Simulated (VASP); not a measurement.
Input of a VASP 6.6.1 run:

File INCAR:

```
PREC = Accurate
ENCUT = 520
EDIFF = 1E-6
ISMEAR = -1
SIGMA = 0.05
LREAL = False
LASPH = True
NELM = 100
ALGO = Normal
ISIF = 2
LWAVE = False
LCHARG = False
GGA = PS
NBANDS = 42
```

KPOINTS

```
Automatic mesh
0
Gamma
  5 5 6
```

Contents of POSCAR:

```
SrAg5
1.0
    5.6202555270      0.0000000000      0.0000000000
   -2.8101277635      4.8672840621      0.0000000000
    0.0000000000      0.0000000000      4.5744424174
Sr Ag
1 5
Direct
    0.0000000000      0.0000000000      0.0000000000
    0.3333333333      0.6666666667      0.0000000000
    0.6666666667      0.3333333333      0.0000000000
    0.5000000000      0.0000000000      0.5000000000
    0.5000000000      0.5000000000      0.5000000000
    0.0000000000      0.5000000000      0.5000000000
```

Potentials or basis: VASP PAW PBE potentials, release 64 (Sr_sv, Ag).

The run is started by

```console
$ cat potpaw_PBE.64/Sr_sv/POTCAR potpaw_PBE.64/Ag/POTCAR > POTCAR
$ mpirun -np 1 vasp_std > vasp.out
```

(1) Estimate the pressure.

Answers

(1) -0.1 GPa.

Caveat: the PAW data sets were made with another functional, which shifts forces and pressure a little.
